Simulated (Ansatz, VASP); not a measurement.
NaC4: VASP beside Ansatz

Contents of INCAR:

```
PREC = Accurate
ENCUT = 520
EDIFF = 1E-7
ISMEAR = 0
SIGMA = 0.1
LREAL = F
LASPH = T
NELM = 100
ALGO = Normal
ISIF = 2
LWAVE = F
LCHARG = T
GGA = PE
LELF = T
LVHAR = T
NBANDS = 34
```

File KPOINTS:

```
regular mesh
0
Gamma
  4 4 4
```

File POSCAR:

```
NaC4
1.0
    4.3092382571      0.0000000000      0.0000000000
    0.0011386113      4.9757298596      0.0000000000
    0.1139839542      0.3238388497      5.4106815028
Na C
2 8
Direct
    0.0471099917      0.5093908716      0.5043122402
    0.5478611290      0.0110619355      0.4975940633
    0.3841144655      0.9974679434      0.9998227397
    0.3841079190      0.4974292282      0.9999294091
    0.8840194083      0.7471711343      0.9998644310
    0.8840505177      0.2475951341      0.9997611271
    0.2172363722      0.7473089940      0.9997945377
    0.2172268573      0.2476481500      0.9997812749
    0.7171508310      0.9974987705      0.9990317186
    0.7171225084      0.4974278386      0.0001084584
```

Input for Ansatz:

```yaml
crystal:
  lattice:
    - [4.3092382571, 0.0, 0.0]
    - [0.0011386113, 4.9757298596, 0.0]
    - [0.1139839542, 0.3238388497, 5.4106815028]
  atoms:
    - { symbol: Na, position: [0.0471099917, 0.5093908716, 0.5043122402] }
    - { symbol: Na, position: [0.547861129, 0.0110619355, 0.4975940633] }
    - { symbol: C, position: [0.3841144655, 0.9974679434, 0.9998227397] }
    - { symbol: C, position: [0.384107919, 0.4974292282, 0.9999294091] }
    - { symbol: C, position: [0.8840194083, 0.7471711343, 0.999864431] }
    - { symbol: C, position: [0.8840505177, 0.2475951341, 0.9997611271] }
    - { symbol: C, position: [0.2172363722, 0.747308994, 0.9997945377] }
    - { symbol: C, position: [0.2172268573, 0.24764815, 0.9997812749] }
    - { symbol: C, position: [0.717150831, 0.9974987705, 0.9990317186] }
    - { symbol: C, position: [0.7171225084, 0.4974278386, 0.0001084584] }
basis:
  ecutwfc: 420
kpoints:
  mp_grid: { grid: [4, 4, 4] }
hamiltonian:
  xc: pbe
scf:
  occupations: { method: gaussian, width: 0.1 }
  lower_state_search: "off"
output:
  forces: true
  stress: true
  eigenvalues: true
```

Change from the starting cell: the structure that the rattled cell fell into.

Alike in both runs: task single point; functional PBE; k mesh 4 × 4 × 4; occupations gaussian, width 0.1 eV; no spin polarisation.

|  | VASP | Ansatz |
| --- | --- | --- |
| version | VASP 6.6.1 | Ansatz 0.2.0 |
| potentials or method | VASP PAW PBE potentials, release 64 (Na_pv, C), cutoff 520 eV | scalar-relativistic, plane waves, PAW |
| valence electrons in the cell | 46 | 50 |

VASP gave:

- gap on the k mesh at the Fermi level (eV): none
- pressure (GPa): 1.2
- traceless stress, the component that is largest in VASP (GPa): -0.71
- rms of the force components (eV/Å): 0.132

Question: Which values does Ansatz return?

Answer: gap on the k mesh at the Fermi level (eV): none; pressure (GPa): 0.9; traceless stress, the component that is largest in VASP (GPa): -0.87; rms of the force components (eV/Å): 0.130.

Atom by atom the forces differ by 0.001 eV/Å (rms over components). A gap of «none» marks a metal or a gap that the smearing closes. With one functional, cell and mesh, what is left measures potentials, basis and numerics. VASP's potentials hold 46 valence electrons a cell and Ansatz's 50, so a difference there can come from the potentials and not from the codes.

The k mesh is coarse, so the values compare programs but aren't converged.
